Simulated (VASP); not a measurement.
A run of VASP 6.6.1 is set up as follows.

INCAR

```
SYSTEM = HfO2
PREC     = Accurate       ! precision mode
ENCUT    = 520            ! plane-wave cutoff, eV
EDIFF    = 1E-6           ! SCF threshold, eV
ISMEAR   = 0              ! smearing method
SIGMA    = 0.05           ! smearing width, eV
LREAL    = Auto         
LASPH    = .True.         ! aspherical terms in the spheres
NELM     = 80             ! most SCF steps
ALGO     = Normal         ! electronic algorithm
ISIF     = 2              ! what is computed and relaxed
LWAVE    = .False.        ! write WAVECAR
LCHARG   = .False.        ! write CHGCAR
GGA      = PS             ! functional
NBANDS   = 68             ! bands
```

File KPOINTS:

```
regular mesh
0
Gamma
  1 1 10
  0 0 0
```

File POSCAR:

```
HfO2
1.0
   15.7000000000      0.0000000000      0.0000000000
    0.0000000000     16.0000000000      0.0000000000
    0.0000000000      0.0000000000      3.2097164526
Hf O
5 10
Direct
    0.5000000000      0.5000000000      0.0000000000
    0.3461743691      0.3490585997      0.5000000000
    0.3461743691      0.6509414003      0.5000000000
    0.6538256309      0.3490585997      0.5000000000
    0.6538256309      0.6509414003      0.5000000000
    0.5599827367      0.4411419396      0.5000000000
    0.2861916324      0.2902005393      0.0000000000
    0.2861916324      0.5920833399      0.0000000000
    0.5938428942      0.2902005393      0.0000000000
    0.5938428942      0.5920833399      0.0000000000
    0.4061571058      0.4079166601      0.0000000000
    0.4061571058      0.7097994607      0.0000000000
    0.7138083676      0.4079166601      0.0000000000
    0.7138083676      0.7097994607      0.0000000000
    0.4400172633      0.5588580604      0.5000000000
```

Potentials or basis: VASP PAW PBE potentials, release 64 (Hf_pv, O).

Command:

```console
$ cat potpaw_PBE.64/Hf_pv/POTCAR potpaw_PBE.64/O/POTCAR > POTCAR
$ mpirun -np 1 vasp_std > vasp.out
```

Problem. Estimate the largest force.

Solution. 3.116 eV/Å.

Forces on the atoms (eV/Å):
```
Hf   0.000  0.000  0.000
Hf  -1.799 -1.800  0.000
Hf   1.272 -1.270  0.000
Hf  -1.272  1.270  0.000
Hf   1.799  1.800  0.000
O   -0.339  0.335  0.000
O    2.202  2.205  0.000
O    0.531  1.179  0.000
O    1.178  0.532  0.000
O    0.486  0.493  0.000
O   -0.486 -0.493  0.000
O   -1.178 -0.532  0.000
O   -0.531 -1.179  0.000
O   -2.202 -2.205  0.000
O    0.339 -0.335  0.000
```

Caveat: the PAW data sets were made with another functional, which shifts forces and pressure a little.
